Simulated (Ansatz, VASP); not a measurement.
# Two plane-wave programs on Si

```
Si
1.0
    -2.40353    2.40353    1.31400
     2.40353   -2.40353    1.31400
     2.40353    2.40353   -1.31400
Si
2
Cartesian
  2.4035 0.0000 0.6570
  0.0000 0.0000 1.3140
```

Alike in both runs: functional r2SCAN; dispersion rVV10; k mesh 12 × 12 × 12; no spin polarisation.

Ansatz relaxed the structure, and its values are those at the end. VASP's run is a single point on that final structure, the one shown.

```csv
,VASP,Ansatz
version,VASP 6.6.1,Ansatz 0.2.0
potentials or method,"VASP PAW PBE potentials, release 64 (Si)","plane waves, PAW"
plane-wave cutoff (eV),520,500
occupations,"methfessel-paxton of order 1, width 0.1 eV",methfessel-paxton of order 1
valence electrons in the cell,8,8
```

|  | VASP | Ansatz | Ansatz less VASP |
| --- | --- | --- | --- |
| pressure (GPa) | -0.1 | 0.0 | +0.07 |

VASP's potentials were made for PBE, not for r2SCAN.
